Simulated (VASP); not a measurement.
A run of VASP 6.6.1 is set up as follows.

The input INCAR:

```
SYSTEM = Ge
PREC     = Accurate       ! precision mode
ENCUT    = 520            ! plane-wave cutoff, eV
EDIFF    = 1E-6           ! SCF threshold, eV
ISMEAR   = -1             ! smearing method
SIGMA    = 0.05           ! smearing width, eV
LREAL    = .FALSE.        ! projectors in reciprocal space
LASPH    = .TRUE.         ! aspherical terms in the spheres
NELM     = 100            ! most SCF steps
ALGO     = Normal         ! electronic algorithm
ISIF     = 2              ! what is computed and relaxed
LWAVE    = .FALSE.        ! write WAVECAR
LCHARG   = .TRUE.         ! write CHGCAR
GGA      = CA             ! functional
LELF     = .TRUE.         ! ELF
LVHAR    = .TRUE.       
NBANDS   = 66             ! bands
```

File KPOINTS:

```
Automatic mesh
0
G
  8 8 2
  0 0 0
```

Contents of POSCAR:

```
Ge
1.0
    4.0031158814      0.0000000000      0.0000000000
   -2.0015579407      3.4668000476      0.0000000000
    0.0000000000      0.0000000000     13.1567068600
Ge
8
Direct
    0.3333333333      0.6666666667      0.1559415700
    0.6666666667      0.3333333333      0.8440584300
    0.6666666667      0.3333333333      0.6559415700
    0.3333333333      0.6666666667      0.3440584300
    0.0000000000      0.0000000000      0.0931488400
    0.0000000000      0.0000000000      0.9068511600
    0.0000000000      0.0000000000      0.5931488400
    0.0000000000      0.0000000000      0.4068511600
```

Potentials or basis: VASP PAW LDA potentials, release 64 (Ge_d).

Launch:

```sh
$ cat potpaw_LDA.64/Ge_d/POTCAR > POTCAR
$ mpirun -np 1 vasp_std > vasp.out
```

(1) Predict the band gap on the k mesh.

(2) What does it give for the largest force?

(3) Estimate the pressure.

Results:

(1) 0.08 eV, direct.

(2) 0.014 eV/Å.

(3) -1.8 GPa.
